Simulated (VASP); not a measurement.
# AlN (P3m1) in VASP: notebook, part 2 of 2

VASP 6.6.1.

### 5 Single point, PBE

This run uses another cell than the first one, of 10.76 Å³/atom, 0.796 times its volume.

INCAR reads:

```
SYSTEM = AlN
  PREC = Accurate
  ENCUT = 520
  EDIFF = 1E-7
  ISMEAR = 0
  SIGMA = 0.05
  LREAL = .False.
  LASPH = .True.
  NELM = 100
  ALGO = Normal
  ISIF = 2
  LWAVE = .False.
  LCHARG = .True.
  GGA = PE
  LELF = .True.
  LVHAR = .True.
  NBANDS = 36
```

KPOINTS reads:

```
regular mesh
0
Gamma
  8 8 2
  0 0 0
```

POSCAR reads:

```
AlN
1.0
    2.1839935596     -2.1839935596      0.0000000000
    2.1839935596      0.0000000000     -2.1839935596
    9.0246493730      9.0246493730      9.0246493730
Al N
6 6
Direct
    0.6666666667      0.6666666667      0.0604685200
    0.0000000000      0.0000000000      0.8671456806
    0.3333333333      0.3333333333      0.2218039521
    0.6666666667      0.6666666667      0.5444748163
    0.0000000000      0.0000000000      0.3831393842
    0.3333333333      0.3333333333      0.7058102485
    0.6666666667      0.6666666667      0.4234732423
    1.0000000000      1.0000000000      0.2621378101
    0.3333333333      0.3333333333      0.5848086744
    0.6666666667      0.6666666667      0.9074795386
    0.0000000000      0.0000000000      0.7461441065
    0.3333333333      0.3333333333      0.1008023780
```

The run is started by

```bash
$ cat potpaw_PBE.64/Al/POTCAR potpaw_PBE.64/N/POTCAR > POTCAR
$ mpirun -np 1 vasp_std > vasp.out
```

It took 3.9 min on 1 thread of AMD EPYC 7R13, shared host; peak memory 0.24 GiB.

The run converged. Its results:

| Property | Result |
| --- | --- |
| Free energy | -88.1736 eV |
| Pressure | 1.4 GPa |
| Largest force | 2.470 eV/Å |
| Band gap on the k mesh | 1.96 eV, indirect (least direct gap 2.45 eV) |

Forces in eV/Å, atoms in the order of the input:
```
Al  -1.426 -1.426 -1.426
Al   0.739  0.739  0.739
Al   0.225  0.225  0.225
Al   0.218  0.218  0.218
Al   0.219  0.219  0.219
Al   0.236  0.236  0.236
N   -0.218 -0.218 -0.218
N   -0.217 -0.217 -0.217
N   -0.220 -0.220 -0.220
N    0.982  0.982  0.982
N   -0.243 -0.243 -0.243
N   -0.295 -0.295 -0.295
```

Stress tensor (GPa, compression positive):
```
 1.42 -2.62 -2.62
-2.62  1.42 -2.62
-2.62 -2.62  1.42
```

Levels at points of the mesh, in eV from the valence-band top:
```tsv
k point	band 22	band 23	band 24	band 25	band 26	band 27
(0.00, 0.00, 0.00)	-0.80	0.00	0.00	2.45	4.03	4.41
(0.50, 0.00, 0.00)	-1.61	-1.10	-0.77	1.96	3.31	3.75
(0.00, 0.00, 0.50)	-0.80	0.00	0.00	2.70	3.52	5.01
(0.50, 0.00, 0.50)	-1.61	-1.16	-0.77	2.11	2.85	4.52
```

Caveat: forces of over 1 eV/Å act on the atoms, so gaps and moduli don't describe the material at rest. A k mesh can miss the band edges.

### 6 Single point, PBE

This run uses another cell than the first one, of 10.93 Å³/atom, 0.809 times its volume.

INCAR reads:

```
ALGO = Normal ; EDIFF = 1E-6
ENCUT = 520 ; GGA = PE
ISIF = 2 ; ISMEAR = 0
LASPH = True ; LCHARG = False
LREAL = False ; LWAVE = False
NBANDS = 36 ; NELM = 80
PREC = Accurate ; SIGMA = 0.05
```

KPOINTS reads:

```
k-points
0
Gamma
  8 8 2
```

POSCAR reads:

```
AlN
1.0
    2.1839935596     -2.1839935596      0.0000000000
    2.1839935596      0.0000000000     -2.1839935596
    9.1689869403      9.1689869403      9.1689869403
Al N
6 6
Direct
    0.6666666667      0.6666666667      0.0595166286
    0.0000000000      0.0000000000      0.8534951324
    0.3333333333      0.3333333333      0.2183123294
    0.6666666667      0.6666666667      0.5359037309
    0.0000000000      0.0000000000      0.3771080302
    0.3333333333      0.3333333333      0.6946994317
    0.6666666667      0.6666666667      0.4168069553
    1.0000000000      1.0000000000      0.2580112546
    0.3333333333      0.3333333333      0.5756026561
    0.6666666667      0.6666666667      0.8931940576
    0.0000000000      0.0000000000      0.7343983569
    0.3333333333      0.3333333333      0.0992155538
```

Potentials or basis: VASP PAW PBE potentials, release 64 (Al, N).

The run is started by

```bash
$ cat potpaw_PBE.64/Al/POTCAR potpaw_PBE.64/N/POTCAR > POTCAR
$ mpirun -np 1 vasp_std > vasp.out
```

OUTCAR:

```text
EDIFF = 1E-6
   ENCUT = 520
   GGA = PE
   ISIF = 2
   ISMEAR = 0
   LASPH = True
   LREAL = False
   NELM = 80
   PREC = Accurate

 ion  position               nearest neighbor table
   1  0.667  0.667  0.060-  12 1.89  12 1.89  12 1.89   3 3.09   3 3.09   3 3.09
   2  0.000  0.000  0.853-  11 1.89  10 1.89  10 1.89  10 1.89   6 3.09   6 3.09   6 3.09
   3  0.333  0.333  0.218-   8 1.89   8 1.89   8 1.89  12 1.89   1 3.09   1 3.09   5 3.09   5 3.09
                             5 3.09   1 3.09
   4  0.667  0.667  0.536-   9 1.89   9 1.89   9 1.89   7 1.89   5 3.09   5 3.09   5 3.09   6 3.09
                             6 3.09   6 3.09
   5  0.000  0.000  0.377-   7 1.89   7 1.89   7 1.89   8 1.89   4 3.09   4 3.09   4 3.09   3 3.09
                             3 3.09   3 3.09
   6  0.333  0.333  0.695-  11 1.89  11 1.89  11 1.89   9 1.89   2 3.09   2 3.09   2 3.09   4 3.09
                             4 3.09   4 3.09
   7  0.667  0.667  0.417-   5 1.89   5 1.89   5 1.89   4 1.89
   8  0.000  0.000  0.258-   3 1.89   3 1.89   3 1.89   5 1.89
   9  0.333  0.333  0.576-   4 1.89   4 1.89   4 1.89   6 1.89
  10  0.667  0.667  0.893-   2 1.89   2 1.89   2 1.89
  11  0.000  0.000  0.734-   2 1.89   6 1.89   6 1.89   6 1.89
  12  0.333  0.333  0.099-   1 1.89   1 1.89   1 1.89   3 1.89

  LATTYP: Found a hexagonal cell.
 ALAT       =     3.0886333121
 C/A-ratio  =     5.1418053325

  Lattice vectors:

 A1 = (  -2.1839935596,   0.0000000000,   2.1839935596)
 A2 = (   2.1839935596,  -2.1839935596,  -0.0000000000)
 A3 = (   9.1689869403,   9.1689869403,   9.1689869403)

Analysis of symmetry for initial positions (statically):
=====================================================================
 Subroutine PRICEL returns:
 Original cell was already a primitive cell.

 Routine SETGRP: Setting up the symmetry group for a
 hexagonal supercell.

 Subroutine GETGRP returns: Found  6 space group operations
 (whereof  6 operations were pure point group operations)
 out of a pool of 24 trial point group operations.

[... 160 lines left out ...]
 non-spin polarized calculation
 Gauss-broadening in eV      SIGMA  =   0.05
  energy-cutoff  :      520.00
  volume of cell :      131.20
 maximum number of plane-waves:      3564
   NGX = 11   NGY = 11   NGZ = 59

 number of electron      47.9999986 magnetization

 Free energy of the ion-electron system (eV)
  ---------------------------------------------------
  ext. energy  EPLUGINS =         0.00000000
  ---------------------------------------------------
  free energy    TOTEN  =       -87.52860071 eV

  energy without entropy =      -87.52860071  energy(sigma->0) =      -87.52860071

 E-fermi :   7.2968     XC(G=0): -10.6979

 val. band max:        7.0124832258   @ k =   0.0000   0.0000   0.5000
 cond. band min:       8.3076867297   @ k =   0.5000   0.0000   0.0000
 fundamental gap:      1.2952035039
 Fermi energy:         7.2967597180

 k-point     1 :       0.0000    0.0000    0.0000
  band No.  band energies     occupation
      1     -10.2536      2.00000
      2      -9.5111      2.00000
      3      -8.9244      2.00000
      4      -8.3424      2.00000
      5      -7.6565      2.00000
      6      -6.3951      2.00000
[... 769 lines left out ...]
     35      15.4986      0.00000
     36      15.9212      0.00000

------------------------ aborting loop because EDIFF is reached ----------------------------------------

  FORCE on cell =-STRESS in cart. coord.  units (eV):
  Direction    XX          YY          ZZ          XY          YZ          ZX
  --------------------------------------------------------------------------------------
  -------------------------------------------------------------------------------------
  Total        1.0102930      1.0102930      1.0102930     -2.2718065     -2.2718065     -2.2718065
  in kB       12.3370864     12.3370864     12.3370864    -27.7419263    -27.7419263    -27.7419263
  external PRESSURE =      12.3370864 kB  Pullay stress =       0.0000000 kB

 VOLUME and BASIS-vectors are now :
 -----------------------------------------------------------------------------
  energy-cutoff  :      520.00
  volume of cell :      131.20
      direct lattice vectors                 reciprocal lattice vectors
     2.183993560 -2.183993560  0.000000000     0.152625603 -0.305251205  0.152625603
     2.183993560  0.000000000 -2.183993560     0.152625603  0.152625603 -0.305251205
     9.168986940  9.168986940  9.168986940     0.036354434  0.036354434  0.036354434

 POSITION                                       TOTAL-FORCE (eV/Angst)
 -----------------------------------------------------------------------------------
      3.45770     -0.91029     -0.91029        -1.362073     -1.362073     -1.362073
      7.82569      7.82569      7.82569         1.017671      1.017671      1.017671
      3.45770      1.27371      1.27371         0.310155      0.310155      0.310155
      7.82569      3.45770      3.45770         0.298052      0.298052      0.298052
      3.45770      3.45770      3.45770         0.297684      0.297684      0.297684
      7.82569      5.64169      5.64169         0.327106      0.327106      0.327106
      6.73369      2.36570      2.36570        -0.296264     -0.296264     -0.296264
      2.36570      2.36570      2.36570        -0.294519     -0.294519     -0.294519
      6.73369      4.54970      4.54970        -0.299901     -0.299901     -0.299901
     11.10168      6.73369      6.73369         0.714155      0.714155      0.714155
      6.73369      6.73369      6.73369        -0.342757     -0.342757     -0.342757
      2.36570      0.18171      0.18171        -0.369309     -0.369309     -0.369309
 -----------------------------------------------------------------------------------
    total drift:                               -0.000175     -0.000174     -0.000174

  FREE ENERGIE OF THE ION-ELECTRON SYSTEM (eV)
  ---------------------------------------------------
  free  energy   TOTEN  =       -87.5286007074 eV

  energy  without entropy=      -87.5286007074  energy(sigma->0) =      -87.52860071
```

OSZICAR:

```text
N       E                     dE             d eps       ncg     rms          rms(c)
DAV:   1     0.189482129929E+03    0.18948E+03   -0.22145E+04  1440   0.120E+03
DAV:   2    -0.840189573921E+02   -0.27350E+03   -0.25584E+03  1864   0.241E+02
DAV:   3    -0.102314078557E+03   -0.18295E+02   -0.18173E+02  1864   0.661E+01
DAV:   4    -0.102534084526E+03   -0.22001E+00   -0.21977E+00  1800   0.815E+00
DAV:   5    -0.102537710836E+03   -0.36263E-02   -0.36252E-02  1812   0.105E+00    0.212E+01
DAV:   6    -0.875668586502E+02    0.14971E+02   -0.53656E+01  1756   0.324E+01    0.755E+00
DAV:   7    -0.875987269424E+02   -0.31868E-01   -0.23428E+00  1696   0.734E+00    0.521E+00
DAV:   8    -0.875325480290E+02    0.66179E-01   -0.26192E-01  1832   0.313E+00    0.114E+00
DAV:   9    -0.875273542516E+02    0.51938E-02   -0.41005E-02  1840   0.113E+00    0.397E-01
DAV:  10    -0.875282972239E+02   -0.94297E-03   -0.57683E-03  1792   0.489E-01    0.158E-01
DAV:  11    -0.875286338401E+02   -0.33662E-03   -0.12209E-03  1792   0.201E-01    0.617E-02
DAV:  12    -0.875285895026E+02    0.44338E-04   -0.25313E-04  1808   0.117E-01    0.203E-02
DAV:  13    -0.875286000195E+02   -0.10517E-04   -0.94950E-05  1808   0.574E-02    0.135E-02
DAV:  14    -0.875286004893E+02   -0.46980E-06   -0.12993E-05  1752   0.203E-02    0.333E-03
DAV:  15    -0.875286007074E+02   -0.21807E-06   -0.12313E-06  1016   0.702E-03
   1 F= -.87528601E+02 E0= -.87528601E+02  d E =-.806105E-17
```

Run time: 3.2 min. Hardware: 1 thread of AMD EPYC 7R13, shared host; peak memory 0.23 GiB.

What came out:

| Quantity | Value |
| --- | --- |
| Free energy | -87.5286 eV |
| Pressure | 1.2 GPa |
| Largest force | 2.359 eV/Å |
| Band gap on the k mesh | 1.30 eV, indirect (least direct gap 1.52 eV) |

Forces in eV/Å, atoms in the order of the input:
```
Al  -1.362 -1.362 -1.362
Al   1.018  1.018  1.018
Al   0.310  0.310  0.310
Al   0.298  0.298  0.298
Al   0.298  0.298  0.298
Al   0.327  0.327  0.327
N   -0.296 -0.296 -0.296
N   -0.295 -0.295 -0.295
N   -0.300 -0.300 -0.300
N    0.714  0.714  0.714
N   -0.343 -0.343 -0.343
N   -0.369 -0.369 -0.369
```

Levels at points of the mesh, in eV from the valence-band top:
```
           k point  band 20  band 21  band 22  band 23  band 24  band 25  band 26  band 27  band 28  band 29
(0.00, 0.00, 0.00)    -1.35    -1.08    -1.08     0.00     0.00     1.52     3.31     3.88     4.96     5.24
(0.50, 0.00, 0.00)    -2.51    -2.34    -1.91    -1.11    -0.79     1.30     2.72     3.32     4.03     5.13
(0.00, 0.00, 0.50)    -1.61    -1.08    -1.08     0.00     0.00     1.71     2.94     4.39     4.58     5.35
(0.50, 0.00, 0.50)    -2.51    -2.31    -1.91    -1.14    -0.79     1.39     2.38     3.94     4.02     4.42
```

Caveat: forces of over 1 eV/Å act on the atoms, so gaps and moduli don't describe the material at rest.

### 7 Summary

| cell | gap on the mesh (eV) | pressure (GPa) | largest force (eV/Å) |
| --- | --- | --- | --- |
| a = 3.089, b = 3.089, c = 19.631 Å, angles 90.0, 90.0, 60.0°, 12 atoms | none | 2.9 | 2.05 |
| a = 3.089, b = 3.089, c = 21.131 Å, angles 90.0, 90.0, 60.0°, 12 atoms | none | 2.7 | 2.10 |
| a = 3.089, b = 3.089, c = 14.831 Å, angles 90.0, 90.0, 60.0°, 12 atoms | 2.85 | 11.9 | 9.09 |
| a = 3.089, b = 3.089, c = 15.631 Å, angles 90.0, 90.0, 60.0°, 12 atoms | 1.96 | 1.4 | 2.47 |
| a = 3.089, b = 3.089, c = 15.881 Å, angles 90.0, 90.0, 60.0°, 12 atoms | 1.30 | 1.2 | 2.36 |

Alike in all rows: task single point; level PBE; potentials or basis VASP PAW PBE potentials, release 64 (Al, N); no spin polarisation; k mesh 8 × 8 × 2; cutoff (eV) 520; smearing gaussian 0.05 eV.

Caveats: forces of over 1 eV/Å act on the atoms, so gaps and moduli don't describe the material at rest.

Absolute energies hang on the potentials; compare differences alone.
